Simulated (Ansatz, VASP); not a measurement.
# Co: VASP beside Ansatz

INCAR

```
PREC = Accurate
ENCUT = 600
EDIFF = 1E-6
ISMEAR = -1
SIGMA = 0.05
LREAL = False
LASPH = True
NELM = 200
ALGO = Normal
ISIF = 2
LWAVE = False
LCHARG = False
ISPIN = 2
MAGMOM = -1.666 -1.666
LORBIT = 11
LMAXMIX = 4
GGA = PE
NBANDS = 20
GGA_COMPAT = False
```

Contents of KPOINTS:

```
Automatic mesh
0
Gamma
  14 14 10
```

POSCAR

```
Co
1.0
    2.3411699420      0.0000000000      0.0000000000
    0.0000000000      2.3411699420      0.0000000000
    0.0000000000      0.0000000000      3.3092405753
Co
2
Direct
    0.0000000000      0.0000000000      0.0000000000
    0.5000000000      0.5000000000      0.5000000000
```

Input for Ansatz:

```yaml
crystal:
  lattice:
    - [2.341169942, 0.0, 0.0]
    - [0.0, 2.341169942, 0.0]
    - [0.0, 0.0, 3.3092405753]
  atoms:
    - { symbol: Co, position: [0.0, 0.0, 0.0], spin: -1.666 }
    - { symbol: Co, position: [0.5, 0.5, 0.5], spin: -1.666 }
hamiltonian:
  xc: pbe
  pseudopotentials:
    kind: paw
    azcp:
      Co: "pseudopotentials/Co.paw.azcp"
basis:
  ecutwfc: 420
  fft_grid_basis: typed
kpoints:
  mp_grid: { grid: [14, 14, 10], shift: [0, 0, 0] }
magnetization:
  spin_polarized: true
scf:
  occupations: { method: fermi_dirac, width: 0.05 }
  lower_state_search: "off"
output:
  stress: true
```

Alike in both runs: task single point; functional PBE; k mesh 14 × 14 × 10; occupations fermi-dirac, width 0.05 eV; collinear spin.

|  | VASP | Ansatz |
| --- | --- | --- |
| version | VASP 6.6.1 | Ansatz 0.2.0 |
| potentials or method | VASP PAW PBE potentials, release 64 (Co), cutoff 600 eV | plane waves (420 eV) with PAW, scalar-relativistic |
| valence electrons in the cell | 18 | 34 |

|  | VASP | Ansatz | Ansatz less VASP |
| --- | --- | --- | --- |
| net moment per atom (μB) | 1.49 | 1.49 | +0.001 |
| size of the moment on the site where the two differ most (μB) | 1.48 | 1.54 | +0.064 |

Site moments also hang on the region over which each program counts them. VASP's potentials hold 18 valence electrons a cell and Ansatz's 34, so a difference there can come from the potentials and not from the codes.
